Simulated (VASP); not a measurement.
# Ti (P6_3/mmc) in VASP: notebook

Runs on Ti. Level: r2SCAN. Tasks: single point.

All numbers are computed with VASP 6.6.1; they aren't measurements. Logs are shortened: lines on timing, memory, paths and dates and some standing lists are left out, and cuts for length are marked.

**1. The cell of the first run**

Symmetry: P6_3/mmc, No. 194, hexagonal system. Conventional cell: a = 3.072 Å, b = 3.072 Å, c = 4.267 Å, α = 90.00°, β = 90.00°, γ = 120.00°. Ti (site symmetry -6m2) has 12 Ti at 2.77 to 3.07 Å within 3.7 Å.

**2. Single point, r2SCAN**

Input file POSCAR:

```
Ti
1.0
    3.0721000000      0.0000000000      0.0000000000
   -1.5360500000      2.6605166430      0.0000000000
    0.0000000000      0.0000000000      4.2673000000
Ti
2
Direct
    0.3333333333      0.6666666667      0.2500000000
    0.6666666667      0.3333333333      0.7500000000
```

Input file INCAR.step1:

```
SYSTEM = Ti
ALGO     = Normal         ! electronic algorithm
EDIFF    = 1E-4           ! SCF threshold, eV
ENCUT    = 520            ! plane-wave cutoff, eV
GGA      = PE             ! functional
ISMEAR   = 1              ! smearing method
LASPH    = .TRUE.         ! aspherical terms in the spheres
LCHARG   = .FALSE.        ! write CHGCAR
LREAL    = .FALSE.        ! projectors in reciprocal space
LWAVE    = .TRUE.         ! write WAVECAR
NBANDS   = 19             ! bands
NELM     = 60             ! most SCF steps
PREC     = Accurate       ! precision mode
SIGMA    = 0.05           ! smearing width, eV
```

Input file INCAR.step2:

```
SYSTEM = Ti
ALGO     = Normal         ! electronic algorithm
EDIFF    = 1E-6           ! SCF threshold, eV
ENCUT    = 520            ! plane-wave cutoff, eV
ISIF     = 2              ! what is computed and relaxed
ISMEAR   = 1              ! smearing method
ISTART   = 1            
LASPH    = .TRUE.         ! aspherical terms in the spheres
LCHARG   = .FALSE.        ! write CHGCAR
LMIXTAU  = .TRUE.       
LREAL    = .FALSE.        ! projectors in reciprocal space
LWAVE    = .FALSE.        ! write WAVECAR
METAGGA  = R2SCAN         ! meta-GGA
NBANDS   = 19             ! bands
NELM     = 60             ! most SCF steps
PREC     = Accurate       ! precision mode
SIGMA    = 0.05           ! smearing width, eV
```

Input file KPOINTS:

```
k-points
0
G
  18 18 10
  0 0 0
```

Potentials or basis: VASP PAW PBE potentials, release 64 (Ti_sv).

On the command line:

```sh
$ cat potpaw_PBE.64/Ti_sv/POTCAR > POTCAR
$ cp INCAR.step1 INCAR
$ mpirun -np 1 vasp_std > vasp.out
$ cp INCAR.step2 INCAR
$ mpirun -np 1 vasp_std > vasp.out
```

OUTCAR:

```text
SYSTEM = Ti
   EDIFF = 1E-6
   ENCUT = 520
   ISIF = 2
   ISMEAR = 1
   ISTART = 1
   LASPH = .TRUE.
   LREAL = .FALSE.
   METAGGA = R2SCAN
   NELM = 60
   PREC = Accurate

 ion  position               nearest neighbor table
   1  0.333  0.667  0.250-   2 2.77   2 2.77   2 2.77   2 2.77   2 2.77   2 2.77
   2  0.667  0.333  0.750-   1 2.77   1 2.77   1 2.77   1 2.77   1 2.77   1 2.77

  LATTYP: Found a hexagonal cell.
 ALAT       =     3.0721000000
 C/A-ratio  =     1.3890498356

  Lattice vectors:

 A1 = (   3.0721000000,   0.0000000000,   0.0000000000)
 A2 = (  -1.5360500000,   2.6605166430,   0.0000000000)
 A3 = (   0.0000000000,   0.0000000000,   4.2673000000)

Analysis of symmetry for initial positions (statically):
=====================================================================
 Subroutine PRICEL returns:
 Original cell was already a primitive cell.

 Routine SETGRP: Setting up the symmetry group for a
 hexagonal supercell.

 Subroutine GETGRP returns: Found 24 space group operations
 (whereof 12 operations were pure point group operations)
 out of a pool of 24 trial point group operations.

The static configuration has the point symmetry D_3d.
 The point group associated with its full space group is D_6h.

Analysis of symmetry for dynamics (positions and initial velocities):
=====================================================================
 Subroutine PRICEL returns:
 Original cell was already a primitive cell.

 Routine SETGRP: Setting up the symmetry group for a
 hexagonal supercell.

 Subroutine GETGRP returns: Found 24 space group operations
 (whereof 12 operations were pure point group operations)
 out of a pool of 24 trial point group operations.

The dynamic configuration has the point symmetry D_3d.
 The point group associated with its full space group is D_6h.

 Subroutine INISYM returns: Found 24 space group operations
 (whereof 12 operations are pure point group operations),
 and found     1 'primitive' translations

----------------------------------------------------------------------------------------

                                     Primitive cell

  volume of cell :      34.8782

  direct lattice vectors                    reciprocal lattice vectors
     3.072100000  0.000000000  0.000000000     0.325510237  0.187933423  0.000000000
    -1.536050000  2.660516643  0.000000000     0.000000000  0.375866846  0.000000000
     0.000000000  0.000000000  4.267300000     0.000000000  0.000000000  0.234340215

[... 82 lines left out ...]
   NELM   =     60;   NELMIN=  2; NELMDL=  0     # of ELM steps
   EDIFF  = 0.1E-05   stopping-criterion for ELM
   LREAL  =      F    real-space projection
   EDIFFG = 0.1E-04   stopping-criterion for IOM
   NSW    =      0    number of steps for IOM
   IBRION =     -1    ionic relax: 0-MD 1-quasi-New 2-CG
   NFREE  =      0    steps in history (QN), initial steepest desc. (CG)
   ISIF   =      2    stress and relaxation
   ISYM   =      2    0-nonsym 1-usesym 2-fastsym
   POTIM  = 0.5000    time-step for ionic-motion
   TEBEG  =    0.0;   TEEND  =   0.0 temperature during run
   PSTRESS=    0.0 pullay stress
   NELECT =      24.0000    total number of electrons
   NUPDOWN=      -1.0000    fix difference up-down
   EMIN   =  10.00;   EMAX   =-10.00  energy-range for DOS
   EFERMI =   0.00;   METHOD = LEGACY
   ISMEAR =     1;   SIGMA  =   0.05  broadening in eV -4-tet -1-fermi 0-gaus
   EFERMI_NEDOS =   21; number of points for ismear=-14 and -15
   IALGO  =     38    algorithm
   IMIX   =      4    mixing-type and parameters
     AMIX     =   0.40;   BMIX     =  1.00
     AMIX_MAG =   1.60;   BMIX_MAG =  1.00
  volume/ion in A,a.u.               =      17.44       117.68
  Fermi-wavevector in a.u.,A,eV,Ry     =   1.445308  2.731236 28.421417  2.088915
  Thomas-Fermi vector in A             =   2.563505
   LORBIT       =      0    0 simple, 1 ext, 2 COOP (PROOUT), +10 PAW based schemes
   METAGGA = R2SCAN    functional components
   LHFCALC =     F    Hartree Fock is set to
   AEXX    =    0.0000 exact exchange contribution
   IVDW    =     0    specifies the selected vdW correction
   LEPSILON=     F    determine dielectric tensor
   LRPA    =     F    only Hartree local field effects (RPA)
 non-spin polarized calculation
 Methfessel and Paxton  Order N= 1 SIGMA  =   0.05
  energy-cutoff  :      520.00
  volume of cell :       34.88
 maximum number of plane-waves:       958
 NGX is ok and might be reduce to    24
   NGX = 11   NGY = 11   NGZ = 15

 number of electron      23.9999992 magnetization

 Free energy of the ion-electron system (eV)
  ---------------------------------------------------
  ext. energy  EPLUGINS =         0.00000000
  ---------------------------------------------------
  free energy    TOTEN  =       -25.76576487 eV

  energy without entropy =      -25.76551016  energy(sigma->0) =      -25.76567996

 E-fermi :   8.3972     XC(G=0): -12.3637

 val. band max:        8.3948049252   @ k =   0.3889   0.1667   0.5000
 cond. band min:       8.4009428184   @ k =   0.1111   0.0000   0.2000
 fundamental gap:      0.0061378932
 Fermi energy:         8.3971713759

 k-point     1 :       0.0000    0.0000    0.0000
  band No.  band energies     occupation
      1     -50.9362      2.00000
      2     -50.7209      2.00000
      3     -26.5862      2.00000
      4     -25.9166      2.00000
      5     -25.9165      2.00000
      6     -25.7290      2.00000
[... 505 lines left out ...]
      6     -26.0222      2.00000
[... 11 lines left out ...]
     18      12.3891      0.00000
     19      12.4134      0.00000

 [... further k-points ...]

------------------------ aborting loop because EDIFF is reached ----------------------------------------

  FORCE on cell =-STRESS in cart. coord.  units (eV):
  Direction    XX          YY          ZZ          XY          YZ          ZX
  --------------------------------------------------------------------------------------
  -------------------------------------------------------------------------------------
  Total       -1.0313712     -1.0313712      1.8668888      0.0000000     -0.0000000     -0.0000000
  in kB      -47.3773821    -47.3773822     85.7579785      0.0000000     -0.0000000     -0.0000000
  external PRESSURE =      -2.9989286 kB  Pullay stress =       0.0000000 kB

 VOLUME and BASIS-vectors are now :
 -----------------------------------------------------------------------------
  energy-cutoff  :      520.00
  volume of cell :       34.88
      direct lattice vectors                 reciprocal lattice vectors
     3.072100000  0.000000000  0.000000000     0.325510237  0.187933423  0.000000000
    -1.536050000  2.660516643  0.000000000     0.000000000  0.375866846  0.000000000
     0.000000000  0.000000000  4.267300000     0.000000000  0.000000000  0.234340215

 POSITION                                       TOTAL-FORCE (eV/Angst)
 -----------------------------------------------------------------------------------
     -0.00000      1.77368      1.06682         0.000000      0.000000      0.000000
      1.53605      0.88684      3.20047        -0.000000     -0.000000      0.000000
 -----------------------------------------------------------------------------------
    total drift:                               -0.000000      0.000000     -0.000000

  FREE ENERGIE OF THE ION-ELECTRON SYSTEM (eV)
  ---------------------------------------------------
  free  energy   TOTEN  =       -25.7657648661 eV

  energy  without entropy=      -25.7655101598  energy(sigma->0) =      -25.76567996
```

OUTCAR.step1:

```text
SYSTEM = Ti
   EDIFF = 1E-4
   ENCUT = 520
   GGA = PE
   ISMEAR = 1
   LASPH = .TRUE.
   LREAL = .FALSE.
[... 752 lines left out ...]
     -0.00000      1.77368      1.06682         0.000000     -0.000000      0.000000
      1.53605      0.88684      3.20047        -0.000000      0.000000      0.000000
 -----------------------------------------------------------------------------------
    total drift:                               -0.000000      0.000000     -0.000000

  FREE ENERGIE OF THE ION-ELECTRON SYSTEM (eV)
  ---------------------------------------------------
  free  energy   TOTEN  =       -15.5461546597 eV

  energy  without entropy=      -15.5463076264  energy(sigma->0) =      -15.54620565
```

Wall time 3.8 min (1 thread of Intel Xeon Platinum 8488C (Sapphire Rapids), shared host); peak memory 0.24 GiB.

What came out:

```yaml
Free_energy: -25.7658 eV
Pressure: -0.3 GPa
Band_gap_on_the_k_mesh: zero (band 12 reaches 9.19 eV, above the bottom of band 13 at 8.01 eV)
```

Levels at points of the mesh, in eV from the Fermi level:
| k point | band 10 | band 11 | band 12 | band 13 | band 14 | band 15 |
| --- | --- | --- | --- | --- | --- | --- |
| (0.00, 0.00, 0.00) | -2.91 | 0.61 | 0.61 | 1.12 | 1.12 | 1.40 |
| (0.50, 0.00, 0.00) | -2.46 | -1.73 | -1.35 | -0.04 | 1.18 | 1.79 |
| (0.00, 0.00, 0.50) | -4.36 | 0.27 | 0.27 | 0.27 | 0.27 | 0.59 |
| (0.50, 0.00, 0.50) | -2.66 | -0.66 | -0.66 | 1.18 | 1.18 | 1.45 |

Caveat: the PAW data sets were made with another functional, which shifts forces and pressure a little.

**3. Single point, r2SCAN**

This run uses another cell than the first one, of 17.61 Å³/atom, 1.010 times its volume.

Input file POSCAR:

```
Ti
1.0
    2.7981000000      0.0000000000      0.0000000000
   -1.3990500000      2.4232256823      0.0000000000
    0.0000000000      0.0000000000      5.1950000000
Ti
2
Direct
    0.3333333333      0.6666666667      0.2500000000
    0.6666666667      0.3333333333      0.7500000000
```

Input file INCAR.step1:

```
SYSTEM = Ti
PREC = Accurate ; ENCUT = 520
ISMEAR = 1 ; SIGMA = 0.05
LREAL = .False. ; LASPH = .True.
NELM = 100 ; NBANDS = 19
GGA = PE ; ALGO = Normal
EDIFF = 1E-4 ; LWAVE = .True.
LCHARG = .False.
```

Input file INCAR.step2:

```
SYSTEM = Ti
PREC = Accurate ; ENCUT = 520
EDIFF = 1E-7 ; ISMEAR = 1
SIGMA = 0.05 ; LREAL = .False.
LASPH = .True. ; NELM = 100
ALGO = Normal ; ISIF = 2
LWAVE = .False. ; LCHARG = .False.
METAGGA = R2SCAN ; LMIXTAU = .True.
NBANDS = 19 ; ISTART = 1
```

Input file KPOINTS:

```
Automatic mesh
0
Gamma
  18 18 10
  0 0 0
```

Potentials or basis: VASP PAW PBE potentials, release 64 (Ti_sv).

On the command line:

```sh
$ cat potpaw_PBE.64/Ti_sv/POTCAR > POTCAR
$ cp INCAR.step1 INCAR
$ mpirun -np 1 vasp_std > vasp.out
$ cp INCAR.step2 INCAR
$ mpirun -np 1 vasp_std > vasp.out
```

Wall time 5.7 min (1 thread of Intel Xeon Platinum 8488C (Sapphire Rapids), shared host); peak memory 0.26 GiB.

It converged, with:

```
Free energy            : -25.6670 eV
Pressure               : -1.5 GPa
Band gap on the k mesh : zero (band 12 reaches 8.34 eV, above the bottom of band 13 at 7.92 eV)
```

Stress tensor (GPa, compression positive):
```
  4.36   0.00   0.00
  0.00   4.36   0.00
  0.00   0.00 -13.23
```

Levels at points of the mesh, in eV from the Fermi level:
```tsv
k point	band 8	band 9	band 10	band 11	band 12	band 13	band 14	band 15	band 16	band 17
(0.00, 0.00, 0.00)	-33.88	-6.55	-3.01	-0.80	-0.02	1.06	1.06	1.33	1.33	2.64
(0.50, 0.00, 0.00)	-34.03	-2.36	-2.22	-2.00	-0.15	0.14	0.77	1.48	3.54	4.11
(0.00, 0.00, 0.50)	-33.90	-4.99	-4.99	-0.58	-0.58	1.11	1.11	1.11	1.11	3.19
(0.50, 0.00, 0.50)	-34.07	-2.60	-2.60	-1.14	-1.14	1.48	1.48	2.39	2.39	3.78
```

Caveat: the PAW data sets were made with another functional, which shifts forces and pressure a little.
